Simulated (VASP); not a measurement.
# SnO: single point with r2SCAN

SnO:

```
Sn O
1.0
     3.29903    0.00000    0.00000
    -1.64952    2.85704    0.00000
     0.00000    0.00000    9.21258
Sn O
2 2
Direct
  0.00000 0.00000 0.99339
  0.33333 0.66667 0.49339
  0.00000 0.00000 0.38161
  0.33333 0.66667 0.88161
```

```json
{
 "Program": "VASP 6.6.1",
 "Task": "single point",
 "Functional": "r2SCAN",
 "Potentials or basis": "VASP PAW PBE potentials, release 64 (Sn_d, O)",
 "Cutoff": "520 eV",
 "k mesh": "12 × 12 × 4",
 "Occupations": "gaussian, width 0.02 eV",
 "Spin": "no spin polarisation",
 "Dipole correction": "no",
 "Further INCAR settings": "ALGO = Normal; EDIFF = 1e-06; NBANDS = 28"
}
```

```yaml
Pressure: 0.4 GPa
Largest_force: 0.104 eV/Å
Band_gap_on_the_k_mesh: 1.60 eV, indirect (least direct gap 1.87 eV)
```

Forces on the atoms (eV/Å):
```
Sn   0.000  0.000  0.104
Sn   0.000  0.000  0.104
O    0.000  0.000 -0.104
O    0.000  0.000 -0.104
```

Stress tensor (GPa, compression positive):
```
0.50 0.00 0.00
0.00 0.50 0.00
0.00 0.00 0.26
```

Levels at points of the mesh, in eV from the valence-band top:
| k point | band 17 | band 18 | band 19 | band 20 | band 21 | band 22 | band 23 | band 24 |
| --- | --- | --- | --- | --- | --- | --- | --- | --- |
| (0.00, 0.00, 0.00) | -2.87 | -2.87 | -2.31 | -1.11 | 1.65 | 3.06 | 7.97 | 9.14 |
| (0.50, 0.00, 0.00) | -3.71 | -3.67 | -0.80 | -0.27 | 1.60 | 1.79 | 5.87 | 6.68 |
| (0.00, 0.00, 0.50) | -2.88 | -2.88 | -1.76 | -1.76 | 2.36 | 2.36 | 9.19 | 9.19 |
| (0.50, 0.00, 0.50) | -3.69 | -3.69 | -0.59 | -0.59 | 1.77 | 1.77 | 6.21 | 6.21 |

It took 5.1 min on 1 thread of Intel(R) Xeon(R) Platinum 8488C (Sapphire Rapids) (shared host), peak memory 0.31 GiB.

Caveat: the PAW data sets were made with another functional, which shifts forces and pressure a little; spin-orbit coupling is left out, which moves the levels of the heavy elements. A k mesh can miss the band edges.
